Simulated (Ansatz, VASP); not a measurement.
**One calculation of Au, two programs**

POSCAR

```
Au
1.0
   -1.6376879824      1.6376879824      1.7195723815
    1.6376879824     -1.6376879824      1.7195723815
    1.6376879824      1.6376879824     -1.7195723815
Au
1
Direct
    0.0000000000      0.0000000000      0.0000000000
```

File INCAR.step1:

```
ALGO = Normal
EDIFF = 1E-4
ENCUT = 520
GGA = PE
ISMEAR = 0
LASPH = True
LCHARG = False
LREAL = False
LWAVE = True
NBANDS = 12
NELM = 60
PREC = Accurate
SIGMA = 0.15
```

The input INCAR.step2:

```
ALGO = Normal
EDIFF = 1E-6
ENCUT = 520
ISIF = 2
ISMEAR = 0
ISTART = 1
LASPH = True
LCHARG = False
LMIXTAU = True
LREAL = False
LWAVE = False
METAGGA = R2SCAN
NBANDS = 12
NELM = 60
PREC = Accurate
SIGMA = 0.15
```

KPOINTS

```
k-points
0
Gamma
  26 26 26
```

Input for Ansatz:

```yaml
crystal:
  lattice:
    - [-1.6376879824, 1.6376879824, 1.7195723815]
    - [1.6376879824, -1.6376879824, 1.7195723815]
    - [1.6376879824, 1.6376879824, -1.7195723815]
  atoms:
    - { symbol: Au, position: [0.0, 0.0, 0.0] }
basis:
  ecutwfc: 500
kpoints:
  mp_grid: { grid: [26, 26, 26] }
hamiltonian:
  xc: r2scan
scf:
  occupations: { method: gaussian, width: 0.15 }
output:
  forces: true
  stress: true
  eigenvalues: true
```

Change from the starting cell: strain +0.000 along x and y, +0.050 along z, atoms carried along.

Alike in both runs: task single point; functional r2SCAN; k mesh 26 × 26 × 26; occupations gaussian, width 0.15 eV; no spin polarisation.

|  | VASP | Ansatz |
| --- | --- | --- |
| version | VASP 6.6.1 | Ansatz 0.2.0 |
| potentials or method | VASP PAW PBE potentials, release 64 (Au), cutoff 520 eV | scalar-relativistic, plane waves, PAW |
| valence electrons in the cell | 11 | 19 |

```tsv
	VASP	Ansatz	Ansatz less VASP
gap on the k mesh at the Fermi level (eV)	none	none	-
pressure (GPa)	-6.0	-6.2	-0.19
traceless stress, the component that is largest in VASP (GPa)	0.21	0.20	-0.010
```

VASP's potentials were made for PBE, not for r2SCAN. A gap of «none» marks a metal or a gap that the smearing closes. VASP's potentials hold 11 valence electrons a cell and Ansatz's 19, so a difference there can come from the potentials and not from the codes.

Spin-orbit coupling is off throughout.
